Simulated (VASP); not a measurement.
# Zn12O13 in VASP: single point with PBE

Aim: the single point of Zn12O13 with PBE.

All numbers are computed with VASP 6.6.1; they aren't measurements. Logs are shortened: lines on timing, memory, paths and dates and some standing lists are left out, and cuts for length are marked.

## Step 1: The cell of the first run

The cell holds a slab with vacuum, 25 atoms: a = 6.499 Å, b = 5.206 Å, c = 18.566 Å, α = 90.00°, β = 90.00°, γ = 90.00°.

## Step 2: Single point, PBE, collinear spin, zero start

The input, INCAR:

```
PREC     = Accurate       # precision mode
ENCUT    = 520            # plane-wave cutoff, eV
EDIFF    = 1E-6           # SCF threshold, eV
ISMEAR   = 0              # smearing method
SIGMA    = 0.02           # smearing width, eV
LREAL    = Auto         
LASPH    = True           # aspherical terms in the spheres
NELM     = 150            # most SCF steps
ALGO     = Normal         # electronic algorithm
ISIF     = 2              # what is computed and relaxed
LWAVE    = False          # write WAVECAR
LCHARG   = False          # write CHGCAR
ISPIN    = 2              # spin polarisation
MAGMOM   = 0 0 0 0 0 0 0 0 0 0 0 0 0 0 0 0 0 0 0 0 0 0 0 0 0 # initial moments
LORBIT   = 11             # projections on sites
GGA      = PE             # functional
NBANDS   = 133            # bands
```

The input, KPOINTS:

```
Automatic mesh
0
Gamma
  2 2 1
```

The input, POSCAR:

```
Zn12O13
1.0
    6.4986160000      0.0000000000      0.0000000000
    0.0000000000      5.2057090000      0.0000000000
    0.0000000000      0.0000000000     18.5659610000
Zn O
12 13
Direct
    0.2500000000      0.4999999040      0.0538620112
    0.0000000000      0.0000000000      0.1043843085
   -0.0000184655      0.5069541920      0.2079993058
    0.2474160652      0.0057855712      0.2588275931
    0.2588988178      0.4999707052      0.3644722188
   -0.0000300064     -0.0652650772      0.4232200531
    0.7500000000      0.4999999040      0.0538620112
    0.5000000000      0.0000000000      0.1043843085
    0.4999764565      0.5077210424      0.2081486652
    0.7525554672      0.0057974812      0.2588244153
    0.7410444008      0.4999662870      0.3644722188
    0.4999736867      0.0297287075      0.3982088511
    0.0000000000      0.3790100445      0.1043843085
    0.2500000000      0.8790099485      0.0538620112
    0.2492615351      0.3887854661      0.2595764367
   -0.0000147724      0.8864439023      0.2085010305
   -0.0000300064      0.3899659009      0.4150790794
    0.2468168607      0.8863088582      0.3622249341
    0.5000000000      0.3790100445      0.1043843085
    0.7500000000      0.8790099485      0.0538620112
    0.7507023034      0.3887916132      0.2595767599
    0.4999858431      0.8880619335      0.2095474616
    0.4999739945      0.3842247041      0.4141270683
    0.7531218955      0.8863044400      0.3622214331
    0.9999635307      0.5943578483      0.4745218952
```

Potentials or basis: VASP PAW PBE potentials, release 64 (Zn, O).

Run with:

```
$ cat potpaw_PBE.64/Zn/POTCAR potpaw_PBE.64/O/POTCAR > POTCAR
$ mpirun -np 1 vasp_std > vasp.out
```

OUTCAR:

```text
PREC = Accurate
   ENCUT = 520
   EDIFF = 1E-6
   ISMEAR = 0
   LREAL = Auto
   LASPH = True
   NELM = 150
   ISIF = 2
   ISPIN = 2
   LORBIT = 11
   GGA = PE

 ion  position               nearest neighbor table
   1  0.250  0.500  0.054-  14 1.97  13 1.98  19 1.98
   2  0.000  0.000  0.104-  13 1.97  14 1.98  20 1.98  16 2.02
   3  1.000  0.507  0.208-  16 1.98  21 1.98  15 1.98  13 2.04
   4  0.247  0.006  0.259-  16 1.96  22 1.98  15 1.99  18 2.02
   5  0.259  0.500  0.364-  23 1.92  17 2.01  18 2.01  15 2.03  12 2.97   6 3.02
   6  1.000  0.935  0.423-  18 1.98  24 1.98  25 2.01  17 2.37   5 3.02  11 3.02
   7  0.750  0.500  0.054-  20 1.97  19 1.98  13 1.98
   8  0.500  0.000  0.104-  19 1.97  14 1.98  20 1.98  22 2.04
   9  0.500  0.508  0.208-  22 1.98  15 1.99  21 1.99  19 2.04
  10  0.753  0.006  0.259-  16 1.96  22 1.98  21 1.99  24 2.02
  11  0.741  0.500  0.364-  23 1.91  17 2.01  24 2.01  21 2.03  12 2.97   6 3.02
  12  0.500  0.030  0.398-  23 1.87  24 1.93  18 1.93  11 2.97   5 2.97
  13  0.000  0.379  0.104-   2 1.97   1 1.98   7 1.98   3 2.04
  14  0.250  0.879  0.054-   1 1.97   2 1.98   8 1.98
  15  0.249  0.389  0.260-   3 1.98   9 1.99   4 1.99   5 2.03
  16  1.000  0.886  0.209-  10 1.96   4 1.96   3 1.98   2 2.02
  17  1.000  0.390  0.415-  25 1.53  11 2.01   5 2.01   6 2.37
  18  0.247  0.886  0.362-  12 1.93   6 1.98   5 2.01   4 2.02
  19  0.500  0.379  0.104-   8 1.97   7 1.98   1 1.98   9 2.04
  20  0.750  0.879  0.054-   7 1.97   2 1.98   8 1.98
  21  0.751  0.389  0.260-   3 1.98   9 1.99  10 1.99  11 2.03
  22  0.500  0.888  0.210-  10 1.98   4 1.98   9 1.98   8 2.04
  23  0.500  0.384  0.414-  12 1.87  11 1.91   5 1.92
  24  0.753  0.886  0.362-  12 1.93   6 1.98  11 2.01  10 2.02
  25  1.000  0.594  0.475-  17 1.53   6 2.01

  LATTYP: Found a simple orthorhombic cell.
 ALAT       =     5.2057090000
 B/A-ratio  =     1.2483632873
 C/A-ratio  =     3.5664615521

  Lattice vectors:

 A1 = (   0.0000000000,  -5.2057090000,   0.0000000000)
 A2 = (   6.4986160000,   0.0000000000,   0.0000000000)
 A3 = (   0.0000000000,   0.0000000000,  18.5659610000)

Analysis of symmetry for initial positions (statically):
=====================================================================
 Subroutine PRICEL returns:
 Original cell was already a primitive cell.

 Routine SETGRP: Setting up the symmetry group for a
 simple orthorhombic supercell.

 Subroutine GETGRP returns: Found  1 space group operations
 (whereof  1 operations were pure point group operations)
 out of a pool of  8 trial point group operations.

The static configuration has the point symmetry C_1 .
[... 196 lines left out ...]
  ext. energy  EPLUGINS =         0.00000000
  ---------------------------------------------------
  free energy    TOTEN  =      -106.55244301 eV

  energy without entropy =     -106.55244301  energy(sigma->0) =     -106.55244301

 E-fermi :  -1.8949     XC(G=0):  -5.8650

 val. band max:       -2.0548439922   @ k =   0.0000   0.0000   0.0000
 cond. band min:      -1.6516087848   @ k =   0.0000   0.0000   0.0000
 fundamental gap:      0.4032352074
 Fermi energy:        -1.8948880049

 spin component 1

 k-point     1 :       0.0000    0.0000    0.0000
  band No.  band energies     occupation
      1     -22.4956      1.00000
      2     -20.5409      1.00000
      3     -20.3561      1.00000
      4     -20.1663      1.00000
      5     -20.1056      1.00000
      6     -20.0804      1.00000
[... 493 lines left out ...]
    122       3.2566      0.00000
    123       3.3678      0.00000
 Fermi energy:        -1.8948880049

 spin component 2

 k-point     1 :       0.0000    0.0000    0.0000
  band No.  band energies     occupation
      1     -22.4956      1.00000
      2     -20.5409      1.00000
      3     -20.3561      1.00000
      4     -20.1663      1.00000
      5     -20.1056      1.00000
      6     -20.0804      1.00000
[... 493 lines left out ...]
    122       3.2566      0.00000
    123       3.3678      0.00000
 [bands above 123 left out]

------------------------ aborting loop because EDIFF is reached ----------------------------------------

  FORCE on cell =-STRESS in cart. coord.  units (eV):
  Direction    XX          YY          ZZ          XY          YZ          ZX
  --------------------------------------------------------------------------------------
  -------------------------------------------------------------------------------------
  Total        7.7088110     -0.9506329     -0.8993234      0.0000521     -1.1116269      0.0001883
  in kB       19.6643586     -2.4249637     -2.2940784      0.0001328     -2.8356422      0.0004803
  external PRESSURE =       4.9817721 kB  Pullay stress =       0.0000000 kB

 VOLUME and BASIS-vectors are now :
 -----------------------------------------------------------------------------
  energy-cutoff  :      520.00
  volume of cell :      628.08
      direct lattice vectors                 reciprocal lattice vectors
     6.498616000  0.000000000  0.000000000     0.153878918  0.000000000  0.000000000
     0.000000000  5.205709000  0.000000000     0.000000000  0.192096792  0.000000000
     0.000000000  0.000000000 18.565961000     0.000000000  0.000000000  0.053862011

 POSITION                                       TOTAL-FORCE (eV/Angst)
 -----------------------------------------------------------------------------------
      1.62465      2.60285      1.00000        -0.001797      1.214598      0.959184
      0.00000      0.00000      1.93800        -0.000005     -0.759708     -0.622818
      6.49850      2.63906      3.86171         0.000043     -0.009158     -0.024534
      1.60786      0.03012      4.80538         0.003481      0.000829      0.015543
      1.68248      2.60270      6.76678        -0.017947      0.005351     -0.030163
      6.49842      4.86596      7.85749        -0.000209      0.077605      0.040244
[... 17 lines left out ...]
      4.89425      4.61384      6.72499         0.020538     -0.007533     -0.020400
      6.49838      3.09405      8.80995         0.000196      0.031069      0.141736
 -----------------------------------------------------------------------------------
    total drift:                                0.000563     -0.008989      0.001445

  FREE ENERGIE OF THE ION-ELECTRON SYSTEM (eV)
  ---------------------------------------------------
  free  energy   TOTEN  =      -106.5524430084 eV

  energy  without entropy=     -106.5524430084  energy(sigma->0) =     -106.55244301

 total charge

# of ion       s       p       d       tot
------------------------------------------
    1        0.472   0.385   9.857  10.713
    2        0.457   0.476   9.896  10.829
    3        0.450   0.467   9.894  10.811
    4        0.454   0.477   9.899  10.830
    5        0.453   0.471   9.898  10.822
    6        0.448   0.383   9.867  10.698
[... 17 lines left out ...]
   24        1.551   3.449   0.000   5.001
   25        1.592   3.242   0.000   4.834
--------------------------------------------------
tot         25.758  49.729 118.634 194.121

 magnetization (x)

# of ion       s       p       d       tot
------------------------------------------
    1        0.000  -0.000   0.000   0.000
    2       -0.000  -0.000  -0.000  -0.000
    3        0.000  -0.000  -0.000   0.000
    4       -0.000  -0.000  -0.000  -0.000
    5       -0.000  -0.000   0.000  -0.000
    6       -0.000   0.000   0.000   0.000
[... 17 lines left out ...]
   24       -0.000  -0.000   0.000  -0.000
   25        0.000  -0.000   0.000  -0.000
--------------------------------------------------
tot         -0.000   0.000  -0.000  -0.000
```

OSZICAR:

```text
N       E                     dE             d eps       ncg     rms          rms(c)
DAV:   1     0.252610609254E+04    0.25261E+04   -0.10077E+05  2128   0.189E+03
DAV:   2     0.456675854344E+03   -0.20694E+04   -0.19593E+04  2240   0.484E+02
DAV:   3    -0.710982974526E+02   -0.52777E+03   -0.51126E+03  2347   0.229E+02
[... 21 lines left out ...]
DAV:  25    -0.106552433450E+03   -0.70390E-05   -0.22486E-07  1430   0.388E-03    0.798E-04
DAV:  26    -0.106552438873E+03   -0.54232E-05   -0.19534E-07  1446   0.178E-03    0.709E-04
DAV:  27    -0.106552440779E+03   -0.19054E-05   -0.50910E-08  1536   0.111E-03    0.496E-04
DAV:  28    -0.106552442598E+03   -0.18192E-05   -0.69047E-08  1404   0.132E-03    0.406E-04
DAV:  29    -0.106552443008E+03   -0.41029E-06   -0.30665E-08  1510   0.800E-04
   1 F= -.10655244E+03 E0= -.10655244E+03  d E =-.468635E-30  mag=    -0.0000
```

It took 38 min on 1 thread of Oxide Virtual Turin-like, shared host; peak memory 1 GiB.

What came out:

* Free energy: -106.5524 eV
* Largest force: 1.548 eV/Å
* Band gap on the k mesh: 0.40 eV
* Net moment: 0.00 μB per cell
* Valence electrons inside the program's atomic spheres: Zn 10.71, 10.83, 10.81, 10.82, 10.70, 10.80, 10.87 (each value once); O 4.99, 4.94, 5.01, 4.89, 5.00, 4.83 (each value once)

Forces on the atoms (eV/Å):
```
Zn  -0.002  1.215  0.959
Zn   0.000 -0.760 -0.623
Zn   0.000 -0.009 -0.025
Zn   0.003  0.001  0.016
Zn  -0.018  0.005 -0.030
Zn   0.000  0.078  0.040
Zn   0.002  1.215  0.959
Zn   0.000 -0.779 -0.535
Zn   0.000 -0.010 -0.021
Zn  -0.004  0.000  0.016
Zn   0.018  0.006 -0.030
Zn   0.000 -0.047  0.036
O    0.000  0.134 -0.542
O    0.010 -0.590  0.059
O   -0.004  0.006  0.020
O    0.000  0.008 -0.022
O    0.000 -0.115 -0.041
O   -0.020 -0.008 -0.021
O    0.000  0.145 -0.505
O   -0.010 -0.590  0.059
O    0.004  0.006  0.021
O    0.000  0.013 -0.017
O   -0.001  0.053  0.105
O    0.021 -0.008 -0.020
O    0.000  0.031  0.142
```

Caveat: the k points lie up to 0.60 Å⁻¹ apart; there is no dipole correction, which matters where the two faces differ; semilocal functionals underestimate gaps, and a narrow one can read as zero.
